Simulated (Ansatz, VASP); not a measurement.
**Si3Sn: VASP beside Ansatz**

```
Si Sn
1.0
     2.77594   -3.80341    0.00000
     2.77594    3.80341    0.00000
     0.00000    0.00000    7.53459
Si Sn
6 2
Direct
  0.00000 0.50000 0.00000
  0.50000 0.00000 0.50000
  0.27891 0.27891 0.25000
  0.72109 0.72109 0.75000
  0.72109 0.72109 0.25000
  0.27891 0.27891 0.75000
  0.50000 0.00000 0.00000
  0.00000 0.50000 0.50000
```

Change from the starting cell: the structure that the rattled cell fell into.

Alike in both runs: functional PBE; k mesh 8 × 8 × 6; occupations gaussian, width 0.1 eV; no spin polarisation.

Ansatz relaxed the structure, and its values are those at the end. VASP's run is a single point on that final structure, the one shown.

```csv
,VASP,Ansatz
version,VASP 6.6.1,Ansatz 0.2.0
potentials or method,"VASP PAW PBE potentials, release 64 (Si, Sn_d), cutoff 520 eV","scalar-relativistic, plane waves, PAW"
valence electrons in the cell,52,52
```

VASP gave:

- gap on the k mesh at the Fermi level (eV): none
- pressure (GPa): -0.1
- rms of the force components (eV/Å): 0.003

**Question.** Estimate Ansatz's values.

**Answer.** gap on the k mesh at the Fermi level (eV): none; pressure (GPa): 0.0; rms of the force components (eV/Å): 0.003.

A gap of «none» marks a metal or a gap that the smearing closes.
